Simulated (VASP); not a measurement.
Here is a VASP 6.6.1 calculation.

INCAR

```
  PREC = Accurate
  ENCUT = 520
  EDIFF = 1E-6
  ISMEAR = 0
  SIGMA = 0.1
  LREAL = F
  LASPH = T
  NELM = 100
  ALGO = Fast
  ISIF = 2
  LWAVE = F
  LCHARG = F
  GGA = PE
  NBANDS = 45
```

KPOINTS

```
regular mesh
0
Gamma
  8 8 4
```

File POSCAR:

```
Bi2Te
1.0
    4.4334922171      0.0000000000      0.0000000000
    0.0000000000      4.4334922171      0.0000000000
    0.0000000000      0.0000000000     11.4192579040
Bi Te
4 2
Direct
    0.0000000000      0.5000000000      0.3045351119
    0.0000000000      0.5000000000      0.8045351119
    0.5000000000      0.0000000000      0.1954648881
    0.5000000000      0.0000000000      0.6954648881
    0.0000000000      0.0000000000      0.0000000000
    0.5000000000      0.5000000000      0.5000000000
```

Potentials or basis: VASP PAW PBE potentials, release 64 (Bi_d, Te).

Run with:

```sh
$ cat potpaw_PBE.64/Bi_d/POTCAR potpaw_PBE.64/Te/POTCAR > POTCAR
$ mpirun -np 1 vasp_std > vasp.out
```

(1) Estimate the band gap on the k mesh.

(2) Predict the pressure.

## Answers

(1) zero (bands 36 and 37 overlap by 0.65 eV).

(2) 0.0 GPa.

Caveat: spin-orbit coupling is left out, which moves the levels of the heavy elements.
